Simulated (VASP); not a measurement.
# ScAl3 in VASP: notebook, part 2 of 2

VASP 6.6.1. Earlier steps stand in the parts before.

## 4. Single point, r2SCANh

This run uses another cell than the first one, of 17.08 Å³/atom.

POSCAR reads:

```
ScAl3
1.0
    4.0878065700      0.0000000000      0.0000000000
    0.0000000000      4.0878065700      0.0000000000
    0.0000000000      0.0000000000      4.0878065700
Sc Al
1 3
Direct
    0.0000000000      0.0000000000      0.0000000000
    0.5000000000      0.5000000000      0.0000000000
    0.0000000000      0.5000000000      0.5000000000
    0.5000000000      0.0000000000      0.5000000000
```

INCAR.step1 reads:

```
SYSTEM = ScAl3
PREC = Accurate
ENCUT = 520
EDIFF = 1E-5
ISMEAR = -1
SIGMA = 0.05
LREAL = .False.
LASPH = .True.
NELM = 80
ALGO = Normal
ISIF = 2
LWAVE = .True.
LCHARG = .False.
GGA = PE
NBANDS = 18
```

INCAR.step2 reads:

```
SYSTEM = ScAl3
PREC = Accurate
ENCUT = 520
EDIFF = 1E-7
ISMEAR = -1
SIGMA = 0.05
LREAL = .False.
LASPH = .True.
NELM = 80
ALGO = Normal
ISIF = 2
LWAVE = .False.
LCHARG = .False.
METAGGA = R2SCAN
LHFCALC = .True.
AEXX = 0.1
LMIXTAU = .True.
PRECFOCK = Normal
ISTART = 1
NBANDS = 18
```

KPOINTS reads:

```
Automatic mesh
0
Gamma
  4 4 4
  0 0 0
```

Potentials or basis: VASP PAW PBE potentials, release 64 (Sc_sv, Al).

Run with:

```
> cat potpaw_PBE.64/Sc_sv/POTCAR potpaw_PBE.64/Al/POTCAR > POTCAR
> cp INCAR.step1 INCAR
> mpirun -np 1 vasp_std > vasp.out
> cp INCAR.step2 INCAR
> mpirun -np 1 vasp_std > vasp.out
```

OUTCAR:

```text
SYSTEM = ScAl3
   PREC = Accurate
   ENCUT = 520
   EDIFF = 1E-7
   ISMEAR = -1
   LREAL = .False.
   LASPH = .True.
   NELM = 80
   ISIF = 2
   METAGGA = R2SCAN
   LHFCALC = .True.
   AEXX = 0.1
   PRECFOCK = Normal
   ISTART = 1

 ion  position               nearest neighbor table
   1  0.000  0.000  0.000-   2 2.89   3 2.89   4 2.89   3 2.89   4 2.89   2 2.89   3 2.89   3 2.89
                             2 2.89   4 2.89   4 2.89   2 2.89
   2  0.500  0.500  0.000-   1 2.89   3 2.89   4 2.89   3 2.89   4 2.89   1 2.89   4 2.89   4 2.89
                             1 2.89   3 2.89   3 2.89   1 2.89
   3  0.000  0.500  0.500-   1 2.89   2 2.89   4 2.89   1 2.89   2 2.89   1 2.89   4 2.89   1 2.89
                             2 2.89   4 2.89   2 2.89   4 2.89
   4  0.500  0.000  0.500-   1 2.89   2 2.89   3 2.89   1 2.89   2 2.89   2 2.89   3 2.89   2 2.89
                             1 2.89   3 2.89   1 2.89   3 2.89

  LATTYP: Found a simple cubic cell.
 ALAT       =     4.0878065700

  Lattice vectors:

 A1 = (   4.0878065700,   0.0000000000,   0.0000000000)
 A2 = (   0.0000000000,   4.0878065700,   0.0000000000)
 A3 = (   0.0000000000,   0.0000000000,   4.0878065700)

Analysis of symmetry for initial positions (statically):
=====================================================================
 Subroutine PRICEL returns:
 Original cell was already a primitive cell.

 Routine SETGRP: Setting up the symmetry group for a
 simple cubic supercell.

 Subroutine GETGRP returns: Found 48 space group operations
 (whereof 48 operations were pure point group operations)
 out of a pool of 48 trial point group operations.

The static configuration has the point symmetry O_h .

Analysis of symmetry for dynamics (positions and initial velocities):
=====================================================================
[... 123 lines left out ...]
   LORBIT       =      0    0 simple, 1 ext, 2 COOP (PROOUT), +10 PAW based schemes
   METAGGA = R2SCAN    functional components
   LHFCALC =     T    Hartree Fock is set to
   PRECFOCK=normal    Normal, Fast or Accurate (Low or Medium for compatibility)
   ENCUT4O =  -1.0   cutoff for four orbital integrals eV
   NKREDX  =     1    reduce k-point grid by
   NKREDY  =     1    reduce k-point grid by
   NKREDZ  =     1    reduce k-point grid by
   AEXX    =    0.1000 exact exchange contribution
   HFSCREEN=    0.0000 screening length (either q_TF or 0.3 A-1)
   HFSCREENC=   0.0000 screening length for correlation (either q_TF or 0.3 A-1)
   ENCUTFOCK=  -1.0 apply spherical cutoff to Coloumb kernel
   IVDW    =     0    specifies the selected vdW correction
   LEPSILON=     F    determine dielectric tensor
   LRPA    =     F    only Hartree local field effects (RPA)
 non-spin polarized calculation
  energy-cutoff  :      520.00
  volume of cell :       68.31
 maximum number of plane-waves:      1856
  NGX = 24; NGY = 24; NGZ = 24

 number of electron      19.9999996 magnetization

 Free energy of the ion-electron system (eV)
  ---------------------------------------------------
  ext. energy  EPLUGINS =         0.00000000
  ---------------------------------------------------
  free energy    TOTEN  =       -33.66843992 eV

  energy without entropy =      -33.65485619  energy(sigma->0) =      -33.66164805

 E-fermi :   7.3676     XC(G=0): -10.1170

 val. band max:        7.3330890387   @ k =   0.5000   0.2500   0.2500
 cond. band min:       7.6268133429   @ k =   0.2500   0.2500   0.0000
 fundamental gap:      0.2937243043
 Fermi energy:         7.3676174845

 k-point     1 :       0.0000    0.0000    0.0000
  band No.  band energies     occupation
      1     -45.3930      2.00000
      2     -22.6374      2.00000
      3     -22.6374      2.00000
      4     -22.6374      2.00000
      5      -3.9843      2.00000
      6       4.3245      2.00000
[... 187 lines left out ...]
      5       1.8915      2.00000
      6       1.8915      2.00000
[... 10 lines left out ...]
     17      12.1132      0.00000
     18      19.3701      0.00000

------------------------ aborting loop because EDIFF is reached ----------------------------------------

  FORCE on cell =-STRESS in cart. coord.  units (eV):
  Direction    XX          YY          ZZ          XY          YZ          ZX
  --------------------------------------------------------------------------------------
  -------------------------------------------------------------------------------------
  Total       -0.2209299     -0.2209299     -0.2209299     -0.0000000      0.0000000      0.0000000
  in kB       -5.1819613     -5.1819613     -5.1819613     -0.0000000      0.0000000      0.0000000
  external PRESSURE =      -5.1819613 kB  Pullay stress =       0.0000000 kB

 VOLUME and BASIS-vectors are now :
 -----------------------------------------------------------------------------
  energy-cutoff  :      520.00
  volume of cell :       68.31
      direct lattice vectors                 reciprocal lattice vectors
     4.087806570  0.000000000  0.000000000     0.244629970  0.000000000  0.000000000
     0.000000000  4.087806570  0.000000000     0.000000000  0.244629970  0.000000000
     0.000000000  0.000000000  4.087806570     0.000000000  0.000000000  0.244629970

 POSITION                                       TOTAL-FORCE (eV/Angst)
 -----------------------------------------------------------------------------------
      0.00000      0.00000      0.00000         0.000000      0.000000      0.000000
      2.04390      2.04390      0.00000         0.000000      0.000000      0.000000
      0.00000      2.04390      2.04390         0.000000      0.000000      0.000000
      2.04390      0.00000      2.04390         0.000000      0.000000      0.000000
 -----------------------------------------------------------------------------------
    total drift:                                0.000000      0.000000      0.000000

  FREE ENERGIE OF THE ION-ELECTRON SYSTEM (eV)
  ---------------------------------------------------
  free  energy   TOTEN  =       -33.6684399161 eV

  energy  without entropy=      -33.6548561907  energy(sigma->0) =      -33.66164805
```

OUTCAR.step1:

```text
SYSTEM = ScAl3
   PREC = Accurate
   ENCUT = 520
   EDIFF = 1E-5
   ISMEAR = -1
   LREAL = .False.
[... 425 lines left out ...]
      2.04390      2.04390      0.00000         0.000000      0.000000      0.000000
      0.00000      2.04390      2.04390         0.000000      0.000000      0.000000
      2.04390      0.00000      2.04390         0.000000      0.000000      0.000000
 -----------------------------------------------------------------------------------
    total drift:                                0.000000     -0.000000      0.000000

  FREE ENERGIE OF THE ION-ELECTRON SYSTEM (eV)
  ---------------------------------------------------
  free  energy   TOTEN  =       -19.1817333997 eV

  energy  without entropy=      -19.1475318474  energy(sigma->0) =      -19.16463262
```

It took 22 min on 1 thread of Intel Xeon Platinum 8375C at 2.90GHz (Ice Lake), shared host; peak memory 0.19 GiB.

What came out:

| Item | Value |
| --- | --- |
| Free energy | -33.6684 eV |
| Pressure | -0.5 GPa |
| Band gap on the k mesh | zero (bands 10 and 11 overlap by 4.77 eV) |

Caveat: the k points lie up to 0.38 Å⁻¹ apart, too coarse for converged energies and pressures of a metal; the PAW data sets were made with another functional, which shifts forces and pressure a little.

## 5. Single point, LDA

This run uses another cell than the first one, of 17.08 Å³/atom.

INCAR reads:

```
PREC = Accurate
ENCUT = 520
EDIFF = 1E-6
ISMEAR = -1
SIGMA = 0.05
LREAL = F
LASPH = T
NELM = 80
ALGO = Fast
ISIF = 2
LWAVE = F
LCHARG = F
GGA = CA
NBANDS = 18
```

KPOINTS reads:

```
Automatic mesh
0
Gamma
  7 7 7
```

POSCAR is that of step 4.

Potentials or basis: VASP PAW LDA potentials, release 64 (Sc_sv, Al).

Run with:

```
> cat potpaw_LDA.64/Sc_sv/POTCAR potpaw_LDA.64/Al/POTCAR > POTCAR
> mpirun -np 1 vasp_std > vasp.out
```

Run time: 36 s. Hardware: 1 thread of Intel Xeon 8259CL, shared host; peak memory 0.15 GiB.

Results (log left out):

| Quantity | Value |
| --- | --- |
| Free energy | -21.2661 eV |
| Pressure | -3.6 GPa |
| Band gap on the k mesh | zero (bands 10 and 11 overlap by 3.60 eV) |

Levels at points of the mesh, in eV from the Fermi level:
```
           k point  band 7  band 8  band 9  band 10  band 11  band 12  band 13  band 14
(0.00, 0.00, 0.00)   -2.54   -1.67   -1.67    -1.67     1.36     1.36     1.36     1.40
```

Caveat: the cell stands under tension.

## 6. Single point, PBE

This run uses another cell than the first one, of 17.08 Å³/atom.

INCAR reads:

```
ALGO     = Normal         # electronic algorithm
EDIFF    = 1E-6           # SCF threshold, eV
ENCUT    = 520            # plane-wave cutoff, eV
GGA      = PE             # functional
ISIF     = 2              # what is computed and relaxed
ISMEAR   = -1             # smearing method
LASPH    = True           # aspherical terms in the spheres
LCHARG   = False          # write CHGCAR
LREAL    = False          # projectors in reciprocal space
LWAVE    = False          # write WAVECAR
NBANDS   = 18             # bands
NELM     = 100            # most SCF steps
PREC     = Accurate       # precision mode
SIGMA    = 0.05           # smearing width, eV
```

KPOINTS reads:

```
k-points
0
Gamma
  7 7 7
```

POSCAR is that of step 5.

Potentials or basis: VASP PAW PBE potentials, release 64 (Sc_sv, Al).

Run with:

```
> cat potpaw_PBE.64/Sc_sv/POTCAR potpaw_PBE.64/Al/POTCAR > POTCAR
> mpirun -np 1 vasp_std > vasp.out
```

OUTCAR:

```text
EDIFF = 1E-6
   ENCUT = 520
   GGA = PE
   ISIF = 2
   ISMEAR = -1
   LASPH = True
   LREAL = False
   NELM = 100
   PREC = Accurate

 ion  position               nearest neighbor table
   1  0.000  0.000  0.000-   2 2.89   3 2.89   4 2.89   3 2.89   4 2.89   2 2.89   3 2.89   3 2.89
                             2 2.89   4 2.89   4 2.89   2 2.89
   2  0.500  0.500  0.000-   1 2.89   3 2.89   4 2.89   3 2.89   4 2.89   1 2.89   4 2.89   4 2.89
                             1 2.89   3 2.89   3 2.89   1 2.89
   3  0.000  0.500  0.500-   1 2.89   2 2.89   4 2.89   1 2.89   2 2.89   1 2.89   4 2.89   1 2.89
                             2 2.89   4 2.89   2 2.89   4 2.89
   4  0.500  0.000  0.500-   1 2.89   2 2.89   3 2.89   1 2.89   2 2.89   2 2.89   3 2.89   2 2.89
                             1 2.89   3 2.89   1 2.89   3 2.89

  LATTYP: Found a simple cubic cell.
 ALAT       =     4.0878065700

  Lattice vectors:

 A1 = (   4.0878065700,   0.0000000000,   0.0000000000)
 A2 = (   0.0000000000,   4.0878065700,   0.0000000000)
 A3 = (   0.0000000000,   0.0000000000,   4.0878065700)

Analysis of symmetry for initial positions (statically):
=====================================================================
 Subroutine PRICEL returns:
 Original cell was already a primitive cell.
[... 172 lines left out ...]
 fundamental gap:      0.0883200031
 Fermi energy:         7.1823447471

 k-point     1 :       0.0000    0.0000    0.0000
  band No.  band energies     occupation
      1     -41.7137      2.00000
      2     -20.4167      2.00000
      3     -20.4167      2.00000
      4     -20.4167      2.00000
      5      -2.7554      2.00000
      6       4.6488      2.00000
[... 397 lines left out ...]
      5       1.5036      2.00000
      6       2.4865      2.00000
[... 10 lines left out ...]
     17      11.3498      0.00000
     18      16.6209      0.00000

------------------------ aborting loop because EDIFF is reached ----------------------------------------

  FORCE on cell =-STRESS in cart. coord.  units (eV):
  Direction    XX          YY          ZZ          XY          YZ          ZX
  --------------------------------------------------------------------------------------
  -------------------------------------------------------------------------------------
  Total        0.4830399      0.4830399      0.4830399      0.0000000      0.0000000      0.0000000
  in kB       11.3298097     11.3298097     11.3298097      0.0000000      0.0000000      0.0000000
  external PRESSURE =      11.3298097 kB  Pullay stress =       0.0000000 kB

 VOLUME and BASIS-vectors are now :
 -----------------------------------------------------------------------------
  energy-cutoff  :      520.00
  volume of cell :       68.31
      direct lattice vectors                 reciprocal lattice vectors
     4.087806570  0.000000000  0.000000000     0.244629970  0.000000000  0.000000000
     0.000000000  4.087806570  0.000000000     0.000000000  0.244629970  0.000000000
     0.000000000  0.000000000  4.087806570     0.000000000  0.000000000  0.244629970

 POSITION                                       TOTAL-FORCE (eV/Angst)
 -----------------------------------------------------------------------------------
      0.00000      0.00000      0.00000         0.000000      0.000000      0.000000
      2.04390      2.04390      0.00000         0.000000      0.000000      0.000000
      0.00000      2.04390      2.04390         0.000000      0.000000      0.000000
      2.04390      0.00000      2.04390         0.000000      0.000000      0.000000
 -----------------------------------------------------------------------------------
    total drift:                                0.000000     -0.000000      0.000000

  FREE ENERGIE OF THE ION-ELECTRON SYSTEM (eV)
  ---------------------------------------------------
  free  energy   TOTEN  =       -19.3021309677 eV

  energy  without entropy=      -19.2893587261  energy(sigma->0) =      -19.29574485
```

OSZICAR:

```text
N       E                     dE             d eps       ncg     rms          rms(c)
DAV:   1     0.109594025085E+03    0.10959E+03   -0.81781E+03   720   0.998E+02
DAV:   2    -0.152070296188E+02   -0.12480E+03   -0.12200E+03   720   0.296E+02
DAV:   3    -0.201889733433E+02   -0.49819E+01   -0.48423E+01  1090   0.554E+01
DAV:   4    -0.203089936153E+02   -0.12002E+00   -0.11956E+00  1072   0.831E+00
DAV:   5    -0.203108662569E+02   -0.18726E-02   -0.18724E-02  1086   0.948E-01    0.889E+00
DAV:   6    -0.193705458113E+02    0.94032E+00   -0.36352E+00  1088   0.200E+01    0.308E+00
DAV:   7    -0.193262837514E+02    0.44262E-01   -0.11322E-01  1088   0.264E+00    0.189E+00
DAV:   8    -0.193029412780E+02    0.23342E-01   -0.45954E-02  1146   0.186E+00    0.323E-01
DAV:   9    -0.193027441616E+02    0.19712E-03   -0.12668E-02  1124   0.127E+00    0.217E-01
DAV:  10    -0.193021368805E+02    0.60728E-03   -0.25106E-03  1130   0.515E-01    0.450E-02
DAV:  11    -0.193021732879E+02   -0.36407E-04   -0.19718E-04  1184   0.122E-01    0.465E-02
DAV:  12    -0.193021303540E+02    0.42934E-04   -0.18652E-04  1074   0.148E-01    0.444E-03
DAV:  13    -0.193021309677E+02   -0.61378E-06   -0.39449E-06   960   0.143E-02
   1 F= -.19302131E+02 E0= -.19295745E+02  d E =-.127722E-01
```

stdout:

```text
POSCAR found type information on POSCAR ScAl
 POSCAR found :  2 types and       4 ions
 scaLAPACK will be used
 LDA part: xc-table for (Slater+PW92), standard interpolation
 POSCAR, INCAR and KPOINTS ok, starting setup
 FFT: planning ... GRIDC
 FFT: planning ... GRID_SOFT
 FFT: planning ... GRID
 WAVECAR not read
 entering main loop
```

It took 29 s on 1 thread of Intel Xeon 8259CL, shared host; peak memory 0.17 GiB.

Results:

```
Free energy            : -19.3021 eV
Pressure               : 1.1 GPa
Band gap on the k mesh : zero (bands 10 and 11 overlap by 3.67 eV)
```

## 7. Overview

| level | potentials or basis | cell | k mesh | grid for exact exchange (PRECFOCK) | share of exact exchange | gap on the mesh (eV) | pressure (GPa) |
| --- | --- | --- | --- | --- | --- | --- | --- |
| PBE | VASP PAW PBE potentials, release 64 (Sc_sv, Al) | a = 4.129, b = 4.129, c = 4.088 Å, 4 atoms | 6 × 6 × 6 | - | - | none | -0.6 |
| PBE | VASP PAW PBE potentials, release 64 (Sc_sv, Al) | a = 4.170, b = 4.170, c = 4.088 Å, 4 atoms | 6 × 6 × 6 | - | - | none | -2.1 |
| r2SCANh | VASP PAW PBE potentials, release 64 (Sc_sv, Al) | a = 4.088 Å, 4 atoms | 4 × 4 × 4 | Normal | 0.1 | none | -0.5 |
| LDA | VASP PAW LDA potentials, release 64 (Sc_sv, Al) | a = 4.088 Å, 4 atoms | 7 × 7 × 7 | - | - | none | -3.6 |
| PBE | VASP PAW PBE potentials, release 64 (Sc_sv, Al) | a = 4.088 Å, 4 atoms | 7 × 7 × 7 | - | - | none | 1.1 |

Alike in all rows: task single point; no spin polarisation; cutoff (eV) 520; smearing fermi-dirac 0.05 eV.

Caveats: some runs use coarse meshes; the PAW data sets were made with another functional, which shifts forces and pressure a little (at least some runs); the cell stands under tension (at least some runs).

Total energies depend on the potentials used, so only differences within one code and one set of settings carry meaning.

The gap in the log of VASP goes by the Fermi energy; the results here count the filled bands.